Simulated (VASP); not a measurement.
# HgTe (Cmcm) in VASP: notebook

HgTe is run at these levels: PBEsol; tasks: single point.

Program: VASP 6.6.1. These are calculated values, not measurements. Logs are shortened: lines on timing, memory, paths and dates and some standing lists are left out, and cuts for length are marked.

## (1) The cell of the first run

It takes space group Cmcm (No. 63, orthorhombic). The conventional cell has a = 6.025 Å, b = 6.980 Å, c = 5.837 Å, α = 90.00°, β = 90.00°, γ = 90.00°. Within 4.0 Å of Hg (site symmetry m2m) lie 6 Te at 3.04 to 3.90 Å and 2 Hg at 3.65 Å. Within 4.0 Å of Te (site symmetry m2m) lie 6 Hg at 3.04 to 3.90 Å.

## (2) Single point, PBEsol

Contents of INCAR:

```
SYSTEM = HgTe
  ALGO = Normal
  EDIFF = 1E-6
  ENCUT = 520
  GGA = PS
  ISIF = 2
  ISMEAR = -1
  LASPH = .TRUE.
  LCHARG = .FALSE.
  LREAL = .FALSE.
  LWAVE = .FALSE.
  NBANDS = 26
  NELM = 60
  PREC = Accurate
  SIGMA = 0.05
```

Contents of KPOINTS:

```
k-points
0
G
  6 6 5
  0 0 0
```

Contents of POSCAR:

```
HgTe
1.0
    3.0123365776     -3.4898894638      0.0000000000
    3.0123365776      3.4898894638      0.0000000000
    0.0000000000      0.0000000000      5.8365565098
Hg Te
2 2
Direct
    0.6569500000      0.3430500000      0.2500000000
    0.3430500000      0.6569500000      0.7500000000
    0.2151910000      0.7848090000      0.2500000000
    0.7848090000      0.2151910000      0.7500000000
```

Potentials or basis: VASP PAW PBE potentials, release 64 (Hg, Te).

Started as:

```
> cat potpaw_PBE.64/Hg/POTCAR potpaw_PBE.64/Te/POTCAR > POTCAR
> mpirun -np 1 vasp_std > vasp.out
```

OUTCAR:

```text
SYSTEM = HgTe
   EDIFF = 1E-6
   ENCUT = 520
   GGA = PS
   ISIF = 2
   ISMEAR = -1
   LASPH = .TRUE.
   LREAL = .FALSE.
   NELM = 60
   PREC = Accurate

 ion  position               nearest neighbor table
   1  0.657  0.343  0.250-   3 3.04   3 3.04   4 3.05   4 3.05   3 3.08   2 3.65   2 3.65
   2  0.343  0.657  0.750-   4 3.04   4 3.04   3 3.05   3 3.05   4 3.08   1 3.65   1 3.65
   3  0.215  0.785  0.250-   1 3.04   1 3.04   2 3.05   2 3.05   1 3.08
   4  0.785  0.215  0.750-   2 3.04   2 3.04   1 3.05   1 3.05   2 3.08

  LATTYP: Found a base centered orthorhombic cell.
 ALAT       =     6.0246731552
 B/A-ratio  =     1.1585323797
 C/A-ratio  =     0.9687756264

  Lattice vectors:

 A1 = (   3.0123365776,  -3.4898894638,   0.0000000000)
 A2 = (   3.0123365776,   3.4898894638,   0.0000000000)
 A3 = (   0.0000000000,   0.0000000000,   5.8365565098)

Analysis of symmetry for initial positions (statically):
=====================================================================
 Subroutine PRICEL returns:
 Original cell was already a primitive cell.

 Routine SETGRP: Setting up the symmetry group for a
 base centered orthorhombic supercell.

 Subroutine GETGRP returns: Found  8 space group operations
 (whereof  4 operations were pure point group operations)
 out of a pool of  8 trial point group operations.

The static configuration has the point symmetry C_2h.
 The point group associated with its full space group is D_2h.

Analysis of symmetry for dynamics (positions and initial velocities):
=====================================================================
 Subroutine PRICEL returns:
 Original cell was already a primitive cell.

 Routine SETGRP: Setting up the symmetry group for a
 base centered orthorhombic supercell.

 Subroutine GETGRP returns: Found  8 space group operations
 (whereof  4 operations were pure point group operations)
 out of a pool of  8 trial point group operations.

The dynamic configuration has the point symmetry C_2h.
 The point group associated with its full space group is D_2h.

 Subroutine INISYM returns: Found  8 space group operations
 (whereof  4 operations are pure point group operations),
 and found     1 'primitive' translations

----------------------------------------------------------------------------------------

                                     Primitive cell

  volume of cell :     122.7162

  direct lattice vectors                    reciprocal lattice vectors
     3.012336578 -3.489889464  0.000000000     0.165984108 -0.143271013  0.000000000
[... 90 lines left out ...]
   EDIFF  = 0.1E-05   stopping-criterion for ELM
   LREAL  =      F    real-space projection
   EDIFFG = 0.1E-04   stopping-criterion for IOM
   NSW    =      0    number of steps for IOM
   IBRION =     -1    ionic relax: 0-MD 1-quasi-New 2-CG
   NFREE  =      0    steps in history (QN), initial steepest desc. (CG)
   ISIF   =      2    stress and relaxation
   ISYM   =      2    0-nonsym 1-usesym 2-fastsym
   POTIM  = 0.5000    time-step for ionic-motion
   TEBEG  =    0.0;   TEEND  =   0.0 temperature during run
   PSTRESS=    0.0 pullay stress
   NELECT =      36.0000    total number of electrons
   NUPDOWN=      -1.0000    fix difference up-down
   EMIN   =  10.00;   EMAX   =-10.00  energy-range for DOS
   EFERMI =   0.00;   METHOD = LEGACY
   ISMEAR =    -1;   SIGMA  =   0.05  broadening in eV -4-tet -1-fermi 0-gaus
   EFERMI_NEDOS =   21; number of points for ismear=-14 and -15
   IALGO  =     38    algorithm
   IMIX   =      4    mixing-type and parameters
     AMIX     =   0.40;   BMIX     =  1.00
     AMIX_MAG =   1.60;   BMIX_MAG =  1.00
  volume/ion in A,a.u.               =      30.68       207.03
  Fermi-wavevector in a.u.,A,eV,Ry     =   1.087782  2.055609 16.099350  1.183269
  Thomas-Fermi vector in A             =   2.223949
   LORBIT       =      0    0 simple, 1 ext, 2 COOP (PROOUT), +10 PAW based schemes
   GGA     = PS    functional components
   LHFCALC =     F    Hartree Fock is set to
   AEXX    =    0.0000 exact exchange contribution
   IVDW    =     0    specifies the selected vdW correction
   LEPSILON=     F    determine dielectric tensor
   LRPA    =     F    only Hartree local field effects (RPA)
 non-spin polarized calculation
  energy-cutoff  :      520.00
  volume of cell :      122.72
 maximum number of plane-waves:      3330
 NGX is ok and might be reduce to    36
   NGX = 17   NGY = 17   NGZ = 21

 number of electron      35.9999998 magnetization

 Free energy of the ion-electron system (eV)
  ---------------------------------------------------
  ext. energy  EPLUGINS =         0.00000000
  ---------------------------------------------------
  free energy    TOTEN  =        -8.15860243 eV

  energy without entropy =       -8.14490199  energy(sigma->0) =       -8.15175221

 E-fermi :   3.4445     XC(G=0):  -9.6583

 val. band max:        3.4141756974   @ k =   0.0000   0.0000   0.0000
 cond. band min:       3.4839344358   @ k =   0.5000   0.3333   0.2000
 fundamental gap:      0.0697587384
 Fermi energy:         3.4445359521

 k-point     1 :       0.0000    0.0000    0.0000
  band No.  band energies     occupation
      1      -8.2151      2.00000
      2      -7.1538      2.00000
      3      -3.2069      2.00000
      4      -3.1149      2.00000
      5      -3.0848      2.00000
      6      -3.0337      2.00000
[... 685 lines left out ...]
     25      11.2634      0.00000
     26      11.5173      0.00000

 [... further k-points ...]

------------------------ aborting loop because EDIFF is reached ----------------------------------------

  FORCE on cell =-STRESS in cart. coord.  units (eV):
  Direction    XX          YY          ZZ          XY          YZ          ZX
  --------------------------------------------------------------------------------------
  -------------------------------------------------------------------------------------
  Total       -3.2488566     -2.5768283     -3.3153089      0.0000000      0.0000000      0.0000000
  in kB      -42.4169334    -33.6429612    -43.2845315      0.0000000      0.0000000      0.0000000
  external PRESSURE =     -39.7814754 kB  Pullay stress =       0.0000000 kB

 VOLUME and BASIS-vectors are now :
 -----------------------------------------------------------------------------
  energy-cutoff  :      520.00
  volume of cell :      122.72
      direct lattice vectors                 reciprocal lattice vectors
     3.012336578 -3.489889464  0.000000000     0.165984108 -0.143271013  0.000000000
     3.012336578  3.489889464  0.000000000     0.165984108  0.143271013  0.000000000
     0.000000000  0.000000000  5.836556510     0.000000000  0.000000000  0.171333902

 POSITION                                       TOTAL-FORCE (eV/Angst)
 -----------------------------------------------------------------------------------
      3.01234     -1.09548      1.45914         0.000000      0.005591     -0.000000
      3.01234      1.09548      4.37742         0.000000     -0.005591      0.000000
      3.01234      1.98790      1.45914         0.000000     -0.238029      0.000000
      3.01234     -1.98790      4.37742         0.000000      0.238029      0.000000
 -----------------------------------------------------------------------------------
    total drift:                               -0.000000      0.000000     -0.000000

  FREE ENERGIE OF THE ION-ELECTRON SYSTEM (eV)
  ---------------------------------------------------
  free  energy   TOTEN  =        -8.1586024277 eV

  energy  without entropy=       -8.1449019936  energy(sigma->0) =       -8.15175221
```

OSZICAR:

```text
N       E                     dE             d eps       ncg     rms          rms(c)
DAV:   1     0.229790690771E+03    0.22979E+03   -0.15813E+04  2028   0.121E+03
DAV:   2     0.299007889870E+01   -0.22680E+03   -0.21679E+03  2174   0.282E+02
DAV:   3    -0.844316280397E+01   -0.11433E+02   -0.11239E+02  2392   0.627E+01
DAV:   4    -0.857859665284E+01   -0.13543E+00   -0.13480E+00  2532   0.606E+00
DAV:   5    -0.858012581298E+01   -0.15292E-02   -0.15291E-02  2342   0.639E-01    0.892E+00
DAV:   6    -0.816965103250E+01    0.41047E+00   -0.99709E-01  2154   0.998E+00    0.711E+00
DAV:   7    -0.816285734992E+01    0.67937E-02   -0.21369E-01  2194   0.237E+00    0.277E+00
DAV:   8    -0.815908752313E+01    0.37698E-02   -0.21366E-02  2120   0.136E+00    0.497E-01
DAV:   9    -0.815859055891E+01    0.49696E-03   -0.31904E-03  2224   0.509E-01    0.643E-02
DAV:  10    -0.815859446685E+01   -0.39079E-05   -0.21661E-04  2132   0.139E-01    0.467E-02
DAV:  11    -0.815860996743E+01   -0.15501E-04   -0.76918E-05  2214   0.666E-02    0.339E-02
DAV:  12    -0.815860226210E+01    0.77053E-05   -0.27483E-05  2082   0.495E-02    0.191E-02
DAV:  13    -0.815860242769E+01   -0.16559E-06   -0.24970E-06  2012   0.706E-03
   1 F= -.81586024E+01 E0= -.81517522E+01  d E =-.137004E-01
```

Wall time 1.8 min (1 thread of Intel Xeon 6975P-C, shared host); peak memory 0.3 GiB.

What came out:

```
Free energy            : -8.1586 eV
Pressure               : -4.0 GPa
Largest force          : 0.238 eV/Å
Band gap on the k mesh : zero (band 18 reaches 3.82 eV, above the bottom of band 19 at 1.85 eV)
```

Forces on the atoms (eV/Å):
```
Hg   0.000  0.006  0.000
Hg   0.000 -0.006  0.000
Te   0.000 -0.238  0.000
Te   0.000  0.238  0.000
```

Stress tensor (GPa, compression positive):
```
-4.24  0.00  0.00
 0.00 -3.36  0.00
 0.00  0.00 -4.33
```

Levels at points of the mesh, in eV from the Fermi level:
| k point | band 16 | band 17 | band 18 | band 19 | band 20 | band 21 |
| --- | --- | --- | --- | --- | --- | --- |
| (0.00, 0.00, 0.00) | -2.37 | -0.90 | -0.42 | -0.31 | -0.03 | 4.15 |
| (0.50, 0.00, 0.00) | -1.80 | -0.75 | -0.44 | 1.46 | 2.47 | 2.96 |
| (0.50, 0.50, 0.00) | -1.88 | -1.67 | -1.64 | -1.60 | -1.30 | 3.33 |

Caveat: the PAW data sets were made with another functional, which shifts forces and pressure a little; spin-orbit coupling is left out, which moves the levels of the heavy elements.

## (3) Single point, PBEsol

This run uses another cell than the first one, of 31.28 Å³/atom, 1.020 times its volume.

Contents of INCAR:

```
PREC = Accurate
ENCUT = 520
EDIFF = 1E-6
ISMEAR = -1
SIGMA = 0.05
LREAL = False
LASPH = True
NELM = 100
ALGO = Normal
ISIF = 2
LWAVE = False
LCHARG = False
GGA = PS
NBANDS = 26
```

Contents of KPOINTS:

```
Automatic mesh
0
Gamma
  6 6 5
```

Contents of POSCAR:

```
HgTe
1.0
    3.0318977528     -3.5125517187      0.0000000000
    3.0318977528      3.5125517187      0.0000000000
    0.0000000000      0.0000000000      5.8744572894
Hg Te
2 2
Direct
    0.6569500000      0.3430500000      0.2500000000
    0.3430500000      0.6569500000      0.7500000000
    0.2151910000      0.7848090000      0.2500000000
    0.7848090000      0.2151910000      0.7500000000
```

Potentials or basis: VASP PAW PBE potentials, release 64 (Hg, Te).

Started as:

```
> cat potpaw_PBE.64/Hg/POTCAR potpaw_PBE.64/Te/POTCAR > POTCAR
> mpirun -np 1 vasp_std > vasp.out
```

Run time: 1.7 min. Hardware: 1 thread of Intel Xeon 6975P-C, shared host; peak memory 0.31 GiB.

The run converged. Its results:

```yaml
Free_energy: -8.0949 eV
Pressure: -4.6 GPa
Largest_force: 0.283 eV/Å
Band_gap_on_the_k_mesh: zero (band 18 reaches 3.61 eV, above the bottom of band 19 at 1.71 eV)
```

Forces on the atoms (eV/Å):
```
Hg   0.000  0.017  0.000
Hg   0.000 -0.017  0.000
Te   0.000 -0.283  0.000
Te   0.000  0.283  0.000
```

Stress tensor (GPa, compression positive):
```
-4.91  0.00  0.00
 0.00 -3.81  0.00
 0.00  0.00 -4.99
```

Levels at points of the mesh, in eV from the Fermi level:
```
           k point  band 14  band 15  band 16  band 17  band 18  band 19  band 20  band 21  band 22  band 23
(0.00, 0.00, 0.00)    -2.52    -2.51    -2.31    -0.87    -0.43    -0.31    -0.03     4.18     5.17     6.17
(0.50, 0.00, 0.00)    -3.64    -2.19    -1.76    -0.74    -0.42     1.44     2.42     2.97     4.41     5.05
(0.50, 0.50, 0.00)    -3.74    -1.90    -1.88    -1.62    -1.58    -1.54    -1.26     3.37     5.32     6.82
```

Caveat: the PAW data sets were made with another functional, which shifts forces and pressure a little; spin-orbit coupling is left out, which moves the levels of the heavy elements.

## (4) Single point, PBEsol

This run uses another cell than the first one, of 31.88 Å³/atom, 1.039 times its volume.

Contents of INCAR:

```
ALGO = Normal
EDIFF = 1E-6
ENCUT = 520
GGA = PS
ISIF = 2
ISMEAR = -1
LASPH = T
LCHARG = F
LREAL = F
LWAVE = F
NBANDS = 26
NELM = 100
PREC = Accurate
SIGMA = 0.05
```

Contents of KPOINTS:

```
k-points
0
Gamma
  6 6 5
```

Contents of POSCAR:

```
HgTe
1.0
    3.0512097241     -3.5349252628      0.0000000000
    3.0512097241      3.5349252628      0.0000000000
    0.0000000000      0.0000000000      5.9118752236
Hg Te
2 2
Direct
    0.6569500000      0.3430500000      0.2500000000
    0.3430500000      0.6569500000      0.7500000000
    0.2151910000      0.7848090000      0.2500000000
    0.7848090000      0.2151910000      0.7500000000
```

Started as:

```
> cat potpaw_PBE.64/Hg/POTCAR potpaw_PBE.64/Te/POTCAR > POTCAR
> mpirun -np 1 vasp_std > vasp.out
```

It took 97 s on 1 thread of Intel Xeon 6975P-C, shared host; peak memory 0.3 GiB.

It converged, with:

```yaml
Free_energy: -8.0230 eV
Pressure: -5.1 GPa
Largest_force: 0.323 eV/Å
Band_gap_on_the_k_mesh: zero (band 18 reaches 3.40 eV, above the bottom of band 19 at 1.57 eV)
```

Forces on the atoms (eV/Å):
```
Hg   0.000  0.027  0.000
Hg   0.000 -0.027  0.000
Te   0.000 -0.323  0.000
Te   0.000  0.323  0.000
```

Stress tensor (GPa, compression positive):
```
-5.49  0.00  0.00
 0.00 -4.19  0.00
 0.00  0.00 -5.55
```

Levels at points of the mesh, in eV from the Fermi level:
```tsv
k point	band 16	band 17	band 18	band 19	band 20	band 21
(0.00, 0.00, 0.00)	-2.25	-0.84	-0.44	-0.30	-0.03	4.20
(0.50, 0.00, 0.00)	-1.72	-0.73	-0.40	1.42	2.37	2.98
(0.50, 0.50, 0.00)	-1.85	-1.57	-1.53	-1.49	-1.22	3.40
```

Caveat: the PAW data sets were made with another functional, which shifts forces and pressure a little; spin-orbit coupling is left out, which moves the levels of the heavy elements.

## (5) Single point, PBEsol

This run uses another cell than the first one, of 28.27 Å³/atom, 0.922 times its volume.

Contents of INCAR:

```
  PREC = Accurate
  ENCUT = 520
  EDIFF = 1E-7
  ISMEAR = -1
  SIGMA = 0.05
  LREAL = False
  LASPH = True
  NELM = 60
  ALGO = Normal
  ISIF = 2
  LWAVE = False
  LCHARG = False
  GGA = PS
  NBANDS = 26
```

Contents of KPOINTS:

```
Automatic mesh
0
Gamma
  6 6 5
```

Contents of POSCAR:

```
HgTe
1.0
    2.9314290629     -3.3961554883      0.0000000000
    2.9314290629      3.3961554883      0.0000000000
    0.0000000000      0.0000000000      5.6797940534
Hg Te
2 2
Direct
    0.6569500000      0.3430500000      0.2500000000
    0.3430500000      0.6569500000      0.7500000000
    0.2151910000      0.7848090000      0.2500000000
    0.7848090000      0.2151910000      0.7500000000
```

Started as:

```
> cat potpaw_PBE.64/Hg/POTCAR potpaw_PBE.64/Te/POTCAR > POTCAR
> mpirun -np 1 vasp_std > vasp.out
```

It took 1.7 min on 1 thread of Intel Xeon 6975P-C, shared host; peak memory 0.28 GiB.

It converged, with:

* Free energy: -8.3018 eV
* Pressure: -0.6 GPa
* Largest force: 0.046 eV/Å
* Band gap on the k mesh: zero (band 18 reaches 4.80 eV, above the bottom of band 19 at 2.48 eV)

Forces in eV/Å, atoms in the order of the input:
```
Hg   0.000 -0.046  0.000
Hg   0.000  0.046  0.000
Te   0.000 -0.010  0.000
Te   0.000  0.010  0.000
```

Stress tensor (GPa, compression positive):
```
-0.48  0.00  0.00
 0.00 -0.70  0.00
 0.00  0.00 -0.50
```

Levels at points of the mesh, in eV from the Fermi level:
```tsv
k point	band 15	band 16	band 17	band 18	band 19	band 20	band 21	band 22
(0.00, 0.00, 0.00)	-2.65	-2.59	-1.03	-0.32	-0.30	-0.01	4.07	5.24
(0.50, 0.00, 0.00)	-2.57	-1.97	-0.79	-0.51	1.55	2.58	3.08	4.66
(0.50, 0.50, 0.00)	-2.14	-1.89	-1.88	-1.87	-1.82	-1.45	3.19	5.26
```

Caveat: the PAW data sets were made with another functional, which shifts forces and pressure a little; spin-orbit coupling is left out, which moves the levels of the heavy elements.

## (6) Overview

```tsv
cell	gap on the mesh (eV)	pressure (GPa)	largest force (eV/Å)
a = 4.610, b = 4.610, c = 5.837 Å, angles 90.0, 90.0, 98.4°, 4 atoms	none	-4.0	0.24
a = 4.640, b = 4.640, c = 5.874 Å, angles 90.0, 90.0, 98.4°, 4 atoms	none	-4.6	0.28
a = 4.670, b = 4.670, c = 5.912 Å, angles 90.0, 90.0, 98.4°, 4 atoms	none	-5.1	0.32
a = 4.486, b = 4.486, c = 5.680 Å, angles 90.0, 90.0, 98.4°, 4 atoms	none	-0.6	0.05
```

Alike in all rows: task single point; level PBEsol; potentials or basis VASP PAW PBE potentials, release 64 (Hg, Te); no spin polarisation; k mesh 6 × 6 × 5; cutoff (eV) 520; smearing fermi-dirac 0.05 eV.

Caveats: the PAW data sets were made with another functional, which shifts forces and pressure a little; spin-orbit coupling is left out, which moves the levels of the heavy elements.

Absolute energies hang on the potentials; compare differences alone.
